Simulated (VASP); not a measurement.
A run of VASP 6.6.1 is set up as follows.

File INCAR:

```
SYSTEM = Sb
ALGO = Normal
EDIFF = 1E-6
ENCUT = 520
GGA = RP
ISIF = 2
ISMEAR = -1
LASPH = .True.
LCHARG = .False.
LREAL = .False.
LWAVE = .False.
NBANDS = 14
NELM = 80
PREC = Accurate
SIGMA = 0.1
```

File KPOINTS:

```
k-points
0
Gamma
  8 8 11
  0 0 0
```

The input POSCAR:

```
Sb
1.0
    5.2470173225      0.0000000000      0.0000000000
   -2.6235086612      4.5440502954      0.0000000000
    0.0000000000      0.0000000000      3.1289204907
Sb
3
Direct
    0.0000000000      0.0000000000      0.0000000000
    0.3333333333      0.6666666667      0.5000000000
    0.6666666667      0.3333333333      0.5000000000
```

Potentials or basis: VASP PAW PBE potentials, release 64 (Sb).

Command:

```bash
$ cat potpaw_PBE.64/Sb/POTCAR > POTCAR
$ mpirun -np 1 vasp_std > vasp.out
```

Q: Estimate the band gap on the k mesh.

A: Zero (an odd number of electrons rules out a gap without spin polarisation).

Q: Estimate the pressure.

A: 8.9 GPa.

Stress tensor (GPa, compression positive):
```
9.82 0.00 0.00
0.00 9.82 0.00
0.00 0.00 7.16
```

Caveat: the cell stands under pressure; the PAW data sets were made with another functional, which shifts forces and pressure a little; spin-orbit coupling is left out, which moves the levels of the heavy elements.
